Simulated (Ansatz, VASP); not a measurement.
ZnSe: VASP beside Ansatz

Contents of INCAR:

```
PREC     = Accurate       # precision mode
ENCUT    = 520            # plane-wave cutoff, eV
EDIFF    = 1E-7           # SCF threshold, eV
ISMEAR   = -1             # smearing method
SIGMA    = 0.02           # smearing width, eV
LREAL    = False          # projectors in reciprocal space
LASPH    = True           # aspherical terms in the spheres
NELM     = 100            # most SCF steps
ALGO     = Normal         # electronic algorithm
ISIF     = 2              # what is computed and relaxed
LWAVE    = False          # write WAVECAR
LCHARG   = False          # write CHGCAR
NBANDS   = 26             # bands
```

Contents of KPOINTS:

```
regular mesh
0
Gamma
  12 12 4
```

File POSCAR:

```
ZnSe
1.0
    3.7796699664      0.0000000000      0.0000000000
   -1.8898349832      3.2732902088      0.0000000000
    0.0000000000      0.0000000000      6.1318998860
Zn Se
2 2
Direct
    0.0000000000      0.0000000000      0.0000000000
    0.0000000000      0.0000000000      0.5000000000
    0.3333333333      0.6666666667      0.2500000000
    0.6666666667      0.3333333333      0.7500000000
```

Input for Ansatz:

```yaml
crystal:
  lattice:
    - [3.7796699664, 0.0, 0.0]
    - [-1.8898349832, 3.2732902088, 0.0]
    - [0.0, 0.0, 6.131899886]
  atoms:
    - { symbol: Zn, position: [0.0, 0.0, 0.0] }
    - { symbol: Zn, position: [0.0, 0.0, 0.5] }
    - { symbol: Se, position: [0.3333333333, 0.6666666667, 0.25] }
    - { symbol: Se, position: [0.6666666667, 0.3333333333, 0.75] }
kpoints:
  mp_grid: { grid: [12, 12, 4] }
  band_path:
    path:
      - [0.0, 0.0, 0.0]
      - [0.5, 0.0, 0.0]
      - [0.3333333333, 0.3333333333, 0.0]
      - [0.0, 0.0, 0.5]
      - [0.5, 0.0, 0.5]
      - [0.3333333333, 0.3333333333, 0.5]
      - [0.2, 0.0, 0.0]
    npoints: 1
hamiltonian:
  xc: lda
scf:
  occupations: { method: fermi_dirac, width: 0.02 }
  n_extra_bands: 5
output:
  forces: true
  stress: true
  eigenvalues: true
  write_density: true
  write_potential: true
  elf: true
  volumetric_format: npy
```

Alike in both runs: task single point; functional LDA; k mesh 12 × 12 × 4; occupations fermi-dirac, width 0.02 eV; no spin polarisation.

|  | VASP | Ansatz |
| --- | --- | --- |
| version | VASP 6.6.1 | Ansatz 0.2.0 |
| potentials or method | VASP PAW LDA potentials, release 64 (Zn, Se) | plane waves, PAW |
| plane-wave cutoff (eV) | 520 | 420 |
| valence electrons in the cell | 36 | 56 |

|  | VASP | Ansatz | Ansatz less VASP |
| --- | --- | --- | --- |
| pressure (GPa) | -4.2 | -4.6 | -0.35 |
| traceless stress, the component that is largest in VASP (GPa) | -0.06 | -0.05 | +0.002 |

LDA's correlation is that of Perdew and Zunger in VASP and of Perdew and Wang (1992) in Ansatz. VASP's potentials hold 36 valence electrons a cell and Ansatz's 56, so a difference there can come from the potentials and not from the codes.
